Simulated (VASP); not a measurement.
# ZrO2 (Fm-3m) in VASP: elastic constants with r2SCAN

Aim: the elastic constants of ZrO2 with r2SCAN.

Everything below comes from runs of VASP 6.6.1. Logs are shortened: lines on timing, memory, paths and dates and some standing lists are left out, and cuts for length are marked.

### 1 The cell of the first run

Symmetry: Fm-3m, No. 225, cubic system. Conventional cell: a = 5.089 Å, b = 5.089 Å, c = 5.089 Å, α = 90.00°, β = 90.00°, γ = 90.00°. Zr (site symmetry m-3m) has 8 O at 2.20 Å within 2.9 Å. Within 2.9 Å of O (site symmetry -43m) lie 4 Zr at 2.20 Å and 6 O at 2.54 Å.

### 2 Elastic constants, r2SCAN

Input file INCAR:

```
SYSTEM = ZrO2
ALGO = Normal
EDIFF = 1E-8
ENCUT = 660
GGA_COMPAT = .FALSE.
IBRION = 6
ISIF = 3
ISMEAR = 0
KPAR = 4
LASPH = .TRUE.
LCHARG = .FALSE.
LMIXTAU = .TRUE.
LREAL = .FALSE.
LWAVE = .FALSE.
METAGGA = R2SCAN
NELM = 120
NFREE = 2
NSW = 1
POTIM = 0.015
PREC = Accurate
SIGMA = 0.01
```

Input file KPOINTS:

```
k-points
0
G
  8 8 8
  0 0 0
```

Input file POSCAR:

```
ZrO2
1.0
    0.0000000000      2.5447196932      2.5447196932
    2.5447196932      0.0000000000      2.5447196932
    2.5447196932      2.5447196932      0.0000000000
Zr O
1 2
Direct
    0.0000000000      0.0000000000      0.0000000000
    0.2500000000      0.2500000000      0.2500000000
    0.7500000000      0.7500000000      0.7500000000
```

Potentials or basis: VASP PAW PBE potentials, release 64 (Zr_sv, O).

The run is started by

```
> cat potpaw_PBE.64/Zr_sv/POTCAR potpaw_PBE.64/O/POTCAR > POTCAR
> mpirun -np 4 vasp_std > vasp.out
```

OUTCAR:

```text
SYSTEM = ZrO2
   EDIFF = 1E-8
   ENCUT = 660
   IBRION = 6
   ISIF = 3
   ISMEAR = 0
   LASPH = .TRUE.
   LREAL = .FALSE.
   METAGGA = R2SCAN
   NELM = 120
   NFREE = 2
   NSW = 1
   POTIM = 0.015
   PREC = Accurate

 ion  position               nearest neighbor table
   1  0.000  0.000  0.000-   3 2.20   3 2.20   3 2.20   2 2.20   3 2.20   2 2.20   2 2.20   2 2.20

   2  0.250  0.250  0.250-   1 2.20   1 2.20   1 2.20   1 2.20
   3  0.750  0.750  0.750-   1 2.20   1 2.20   1 2.20   1 2.20

  LATTYP: Found a face centered cubic cell.
 ALAT       =     5.0894393864

  Lattice vectors:

 A1 = (   0.0000000000,   2.5447196932,   2.5447196932)
 A2 = (   2.5447196932,   0.0000000000,   2.5447196932)
 A3 = (   2.5447196932,   2.5447196932,   0.0000000000)

Analysis of symmetry for initial positions (statically):
=====================================================================
 Subroutine PRICEL returns:
 Original cell was already a primitive cell.

 Routine SETGRP: Setting up the symmetry group for a
 face centered cubic supercell.

 Subroutine GETGRP returns: Found 48 space group operations
 (whereof 48 operations were pure point group operations)
 out of a pool of 48 trial point group operations.

The static configuration has the point symmetry O_h .

Analysis of symmetry for dynamics (positions and initial velocities):
=====================================================================
 Subroutine PRICEL returns:
 Original cell was already a primitive cell.

 Routine SETGRP: Setting up the symmetry group for a
 face centered cubic supercell.

 Subroutine GETGRP returns: Found 48 space group operations
 (whereof 48 operations were pure point group operations)
 out of a pool of 48 trial point group operations.

The dynamic configuration has the point symmetry O_h .

 Subroutine INISYM returns: Found 48 space group operations
 (whereof 48 operations are pure point group operations),
 and found     1 'primitive' translations

----------------------------------------------------------------------------------------

                                     Primitive cell

  volume of cell :      32.9572

  direct lattice vectors                    reciprocal lattice vectors
     0.000000000  2.544719693  2.544719693    -0.196485295  0.196485295  0.196485295
     2.544719693  0.000000000  2.544719693     0.196485295 -0.196485295  0.196485295
     2.544719693  2.544719693  0.000000000     0.196485295  0.196485295 -0.196485295

  length of vectors
     3.598777103  3.598777103  3.598777103     0.340322514  0.340322514  0.340322514

  position of ions in fractional coordinates (direct lattice)
     0.000000000  0.000000000  0.000000000
     0.250000000  0.250000000  0.250000000
     0.750000000  0.750000000  0.750000000

  ion indices of the primitive-cell ions
   primitive index   ion index
                 1           1
                 2           2
                 3           3

----------------------------------------------------------------------------------------

 KPOINTS: k-points

Automatic generation of k-mesh.
 Grid dimensions read from file:
 generate k-points for:    8    8    8

 Generating k-lattice:

  Cartesian coordinates                     Fractional coordinates (reciprocal lattice)
    -0.024560662  0.024560662  0.024560662     0.125000000  0.000000000  0.000000000
     0.024560662 -0.024560662  0.024560662     0.000000000  0.125000000  0.000000000
     0.024560662  0.024560662 -0.024560662     0.000000000  0.000000000  0.125000000

  Length of vectors
     0.042540314  0.042540314  0.042540314

  Shift w.r.t. Gamma in fractional coordinates (k-lattice)
     0.000000000  0.000000000  0.000000000

 Subroutine IBZKPT returns following result:
 ===========================================

 Found     29 irreducible k-points:
[... 52 lines left out ...]
   ISIF   =      3    stress and relaxation
   ISYM   =      2    0-nonsym 1-usesym 2-fastsym
   POTIM  = 0.0150    time-step for ionic-motion
   TEBEG  =    0.0;   TEEND  =   0.0 temperature during run
   PSTRESS=    0.0 pullay stress
   NELECT =      24.0000    total number of electrons
   NUPDOWN=      -1.0000    fix difference up-down
   EMIN   =  10.00;   EMAX   =-10.00  energy-range for DOS
   EFERMI =   0.00;   METHOD = LEGACY
   ISMEAR =     0;   SIGMA  =   0.01  broadening in eV -4-tet -1-fermi 0-gaus
   EFERMI_NEDOS =   21; number of points for ismear=-14 and -15
   IALGO  =     38    algorithm
   IMIX   =      4    mixing-type and parameters
     AMIX     =   0.40;   BMIX     =  1.00
     AMIX_MAG =   1.60;   BMIX_MAG =  1.00
  volume/ion in A,a.u.               =      10.99        74.14
  Fermi-wavevector in a.u.,A,eV,Ry     =   1.472862  2.783305 29.515411  2.169322
  Thomas-Fermi vector in A             =   2.587825
   LORBIT       =      0    0 simple, 1 ext, 2 COOP (PROOUT), +10 PAW based schemes
   METAGGA = R2SCAN    functional components
   LHFCALC =     F    Hartree Fock is set to
   AEXX    =    0.0000 exact exchange contribution
   IVDW    =     0    specifies the selected vdW correction
   LEPSILON=     F    determine dielectric tensor
   LRPA    =     F    only Hartree local field effects (RPA)
 finite differences with symmetry
 non-spin polarized calculation
 Gauss-broadening in eV      SIGMA  =   0.01
  energy-cutoff  :      660.00
  volume of cell :       32.96
 maximum number of plane-waves:      1287
   NGX = 15   NGY = 15   NGZ = 15

--------------------------------------- Ionic step        1  -------------------------------------------

 number of electron      23.9999995 magnetization

 Free energy of the ion-electron system (eV)
  ---------------------------------------------------
  ext. energy  EPLUGINS =         0.00000000
  ---------------------------------------------------
  free energy    TOTEN  =       -45.86600732 eV

  energy without entropy =      -45.86600732  energy(sigma->0) =      -45.86600732

------------------------ aborting loop because EDIFF is reached ----------------------------------------

  FORCE on cell =-STRESS in cart. coord.  units (eV):
  Direction    XX          YY          ZZ          XY          YZ          ZX
  --------------------------------------------------------------------------------------
  -------------------------------------------------------------------------------------
  Total        0.0098967      0.0098967      0.0098967      0.0000000     -0.0000000      0.0000000
  in kB        0.4811158      0.4811158      0.4811158      0.0000000     -0.0000000      0.0000000
  external PRESSURE =       0.4811158 kB  Pullay stress =       0.0000000 kB
[... 92 lines left out ...]
  FREE ENERGIE OF THE ION-ELECTRON SYSTEM (eV)
  ---------------------------------------------------
  free  energy   TOTEN  =       -45.8524689300 eV

  energy  without entropy=      -45.8524689300  energy(sigma->0) =      -45.85246893

[... ionic steps 4 to 14 ...]

--------------------------------------- Ionic step       15  -------------------------------------------

 number of electron      23.9999995 magnetization

------------------------ aborting loop because EDIFF is reached ----------------------------------------
[... 69 lines left out ...]
--------------------------------------- Ionic step       17  -------------------------------------------

 number of electron      23.9999996 magnetization

 Free energy of the ion-electron system (eV)
  ---------------------------------------------------
  ext. energy  EPLUGINS =         0.00000000
  ---------------------------------------------------
  free energy    TOTEN  =       -45.86476379 eV

  energy without entropy =      -45.86476379  energy(sigma->0) =      -45.86476379

 E-fermi :   7.0003     XC(G=0): -12.5337

 val. band max:        6.9155685357   @ k =   0.0000   0.5000   0.5000
 cond. band min:      10.7893431539   @ k =   0.0000   0.0000   0.0000
 fundamental gap:      3.8737746182
 Fermi energy:         7.0002670715

 k-point     1 :       0.0000    0.0000    0.0000
  band No.  band energies     occupation
      1     -42.6704      2.00000
      2     -19.7653      2.00000
      3     -19.7647      2.00000
      4     -19.7640      2.00000
      5     -12.2795      2.00000
      6      -9.7477      2.00000
[... 433 lines left out ...]
      3     -20.0572      2.00000
      4     -19.8756      2.00000
      5     -10.9128      2.00000
      6     -10.2931      2.00000
[... 8 lines left out ...]
     15      13.6048      0.00000
     16      14.7839      0.00000

 [... further k-points ...]
[... 5 lines left out ...]
  --------------------------------------------------------------------------------------
  -------------------------------------------------------------------------------------
  Total        0.0164227      0.0120326      0.0120326      0.0000000      0.1032629      0.0000000
  in kB        0.7983699      0.5849544      0.5849544      0.0000000      5.0200160      0.0000000
  external PRESSURE =       0.6560929 kB  Pullay stress =       0.0000000 kB
[... 18 lines left out ...]
  FREE ENERGIE OF THE ION-ELECTRON SYSTEM (eV)
  ---------------------------------------------------
  free  energy   TOTEN  =       -45.8647637928 eV

  energy  without entropy=      -45.8647637928  energy(sigma->0) =      -45.86476379

 INTERNAL STRAIN TENSORS FROM STRAINED CELLS
 ============================================

 INTERNAL STRAIN TENSOR FOR ION    1 for displacements in x,y,z  (eV/Angst):
          X           Y           Z          XY          YZ          ZX
  --------------------------------------------------------------------------------
  x     0.00000    -0.00000    -0.00000     0.00000     0.00000     0.00000
  y    -0.00000     0.00000     0.00000     0.00000     0.00000    -0.00000
  z     0.00000     0.00000     0.00000    -0.00000     0.00000     0.00000

 INTERNAL STRAIN TENSORS FROM DISPLACED ATOMS
 ============================================

 INTERNAL STRAIN TENSOR FOR ION    1 for displacements in x,y,z  (eV/Angst):
          X           Y           Z          XY          YZ          ZX
  --------------------------------------------------------------------------------
  x     0.00000     0.00000     0.00000     0.00000     0.00000     0.00000
  y     0.00000     0.00000     0.00000     0.00000     0.00000     0.00000
  z     0.00000     0.00000     0.00000     0.00000     0.00000     0.00000

 INTERNAL STRAIN TENSOR FOR ION    3 for displacements in x,y,z  (eV/Angst):
          X           Y           Z          XY          YZ          ZX
  --------------------------------------------------------------------------------
  x    -0.00000     0.00000     0.00000     0.00000     6.88262     0.00000
  y     0.00000    -0.00000     0.00000     0.00000     0.00000     6.88262
  z     0.00000     0.00000    -0.00000     6.88262     0.00000     0.00000

 Eigenvectors and eigenvalues of the dynamical matrix
 ----------------------------------------------------

   1 f  =   17.240744 THz   108.326789 2PiTHz  575.089315 cm-1    71.301956 meV
             X         Y         Z           dx          dy          dz
      0.000000  0.000000  0.000000     0.000000   -0.000000    0.000000
      1.272360  1.272360  1.272360    -0.705444    0.048462   -0.000000
      3.817080  3.817080  3.817080     0.705444   -0.048462   -0.000000
[... 43 lines left out ...]
   9 f/i=    0.003622 THz     0.022756 2PiTHz    0.120809 cm-1     0.014978 meV
             X         Y         Z           dx          dy          dz
      0.000000  0.000000  0.000000    -0.270023    0.445642   -0.685004
      1.272360  1.272360  1.272360    -0.112959    0.186426   -0.286558
      3.817080  3.817080  3.817080    -0.112959    0.186426   -0.286558

--------------------------------------------------------------------------------------------------------

 ELASTIC MODULI CONTR FROM IONIC RELAXATION (kBar)
 Direction    XX          YY          ZZ          XY          YZ          ZX
 --------------------------------------------------------------------------------
 XX          -0.0000      0.0000      0.0000     -0.0000      0.0000     -0.0000
 YY           0.0000     -0.0000      0.0000     -0.0000     -0.0000      0.0000
 ZZ           0.0000      0.0000     -0.0000      0.0000     -0.0000     -0.0000
 XY          -0.0000     -0.0000      0.0000   -236.6834      0.0000      0.0000
 YZ           0.0000     -0.0000     -0.0000      0.0000   -236.6834     -0.0000
 ZX          -0.0000      0.0000     -0.0000      0.0000     -0.0000   -236.6834
 --------------------------------------------------------------------------------

 TOTAL ELASTIC MODULI (kBar)
 Direction    XX          YY          ZZ          XY          YZ          ZX
 --------------------------------------------------------------------------------
 XX        5665.8599   1048.3108   1048.3108     -0.0000      0.0000     -0.0000
 YY        1048.3108   5665.8599   1048.3108      0.0000     -0.0000      0.0000
 ZZ        1048.3108   1048.3108   5665.8599      0.0000      0.0000     -0.0000
 XY          -0.0000      0.0000      0.0000    723.9567      0.0000      0.0000
 YZ           0.0000     -0.0000      0.0000      0.0000    723.9567     -0.0000
 ZX          -0.0000      0.0000     -0.0000      0.0000     -0.0000    723.9567
 --------------------------------------------------------------------------------
```

Run time: 28 min. Hardware: 4 MPI ranks of Intel Xeon Platinum 8259CL at 2.50GHz (Skylake/Cascade Lake), shared host; peak memory 0.33 GiB.

What came out:

```
Elastic constants C11, C12, C44                         : 567, 105, 72 GPa
Voigt bulk modulus                                      : 259 GPa
Highest phonon frequency at Γ, LO-TO splitting left out : 575 cm⁻¹
```

Phonon frequencies in cm⁻¹ (negative: imaginary):
```tsv
q point	frequencies
(0.000, 0.000, 0.000)	0 0 0 246 246 246 575 575 575
```

Elastic tensor in Voigt notation (GPa, in the Cartesian axes of the cell as first typed):
```
567 105 105   0   0   0
105 567 105   0   0   0
105 105 567   0   0   0
  0   0   0  72   0   0
  0   0   0   0  72   0
  0   0   0   0   0  72
```

Clamped-ion elastic tensor (GPa):
```
567 105 105   0   0   0
105 567 105   0   0   0
105 105 567   0   0   0
  0   0   0  96   0   0
  0   0   0   0  96   0
  0   0   0   0   0  96
```

Caveat: the PAW data sets were made with another functional, which shifts forces and pressure a little.
